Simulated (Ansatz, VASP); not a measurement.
**C: VASP beside Ansatz**

The input INCAR:

```
SYSTEM = C
PREC = Accurate ; ENCUT = 520
EDIFF = 1E-6 ; ISMEAR = 0
SIGMA = 0.05 ; LREAL = .False.
LASPH = .True. ; NELM = 60
ALGO = Normal ; ISIF = 2
LWAVE = .False. ; LCHARG = .True.
GGA = PE ; LELF = .True.
LVHAR = .True. ; NBANDS = 11
```

Contents of KPOINTS:

```
Automatic mesh
0
Gamma
  12 12 12
  0 0 0
```

File POSCAR:

```
C
1.0
    0.0000000000      2.1162239461      1.6608339830
    1.5804710484      0.0000000000      1.6608339830
    1.5804710484      2.1162239461      0.0000000000
C
2
Direct
    0.5000000000      0.5000000000      0.5000000000
    0.7500000000      0.7500000000      0.7500000000
```

Input for Ansatz:

```yaml
crystal:
  lattice:
    - [0.0, 2.1162239461, 1.660833983]
    - [1.5804710484, 0.0, 1.660833983]
    - [1.5804710484, 2.1162239461, 0.0]
  atoms:
    - { symbol: C, position: [0.5, 0.5, 0.5] }
    - { symbol: C, position: [0.75, 0.75, 0.75] }
basis:
  ecutwfc: 520.0
kpoints:
  mp_grid: { grid: [12, 12, 12] }
hamiltonian:
  xc: pbe
  pseudopotentials: { kind: paw, azcp: { folder: soft_1 } }
scf:
  occupations: { method: gaussian, width: 0.05 }
output:
  forces: true
  stress: true
  eigenvalues: true
```

Change from the starting cell: strain +e along x and -e along y -0.1500, strain +e along z and -e/2 along x and y -0.0700.

Alike in both runs: task single point; functional PBE; k mesh 12 × 12 × 12; occupations gaussian, width 0.05 eV; no spin polarisation.

|  | VASP | Ansatz |
| --- | --- | --- |
| version | VASP 6.6.1 | Ansatz 0.2.0 |
| potentials or method | VASP PAW PBE potentials, release 64 (C), cutoff 520 eV | scalar-relativistic, plane waves, PAW |
| valence electrons in the cell | 8 | 8 |

Ansatz gave:

* gap on the k mesh at the Fermi level (eV): none
* pressure (GPa): 14.5
* traceless stress, the component that is largest in VASP (GPa): -207.62

Problem. Which values does VASP return?

Solution. gap on the k mesh at the Fermi level (eV): none; pressure (GPa): 15.0; traceless stress, the component that is largest in VASP (GPa): -207.57.

A gap of «none» marks a metal or a gap that the smearing closes.
